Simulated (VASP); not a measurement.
KF, 2 atoms in the cell. It takes space group Fmmm (No. 69, orthorhombic). The conventional cell has a = 4.389 Å, b = 5.163 Å, c = 5.525 Å, α = 90.00°, β = 90.00°, γ = 90.00°. K (site symmetry mmm) has 6 F at 2.19 to 2.76 Å within 2.9 Å. F (site symmetry mmm) has 6 K at 2.19 to 2.76 Å within 2.9 Å.  This cell differs from its parent crystal: normal strain along x +0.0700, normal strain along z -0.1500.

* Program: VASP 6.6.1
* Task: single point
* Functional: LDA
* Potentials or basis: VASP PAW LDA potentials, release 64 (K_sv, F)
* Cutoff: 520 eV
* k mesh: 8 × 8 × 8
* Occupations: gaussian, width 0.05 eV
* Spin: no spin polarisation
* Dipole correction: no
* Further INCAR settings: ALGO = Normal; EDIFF = 1e-07; NBANDS = 15

Potentials or basis: VASP PAW LDA potentials, release 64 (K_sv, F).

Run with:

```console
$ cat potpaw_LDA.64/K_sv/POTCAR potpaw_LDA.64/F/POTCAR > POTCAR
$ mpirun -np 1 vasp_std > vasp.out
```

Hardware: 1 thread of Intel(R) Xeon(R) 6975P-C (Granite Rapids) (shared host).

How long does it take, and how much memory?

Wall time 18 s on 1 thread of Intel(R) Xeon(R) 6975P-C (Granite Rapids) (shared host), peak memory 0.16 GiB. Counts: scf iterations 13, k points 95.
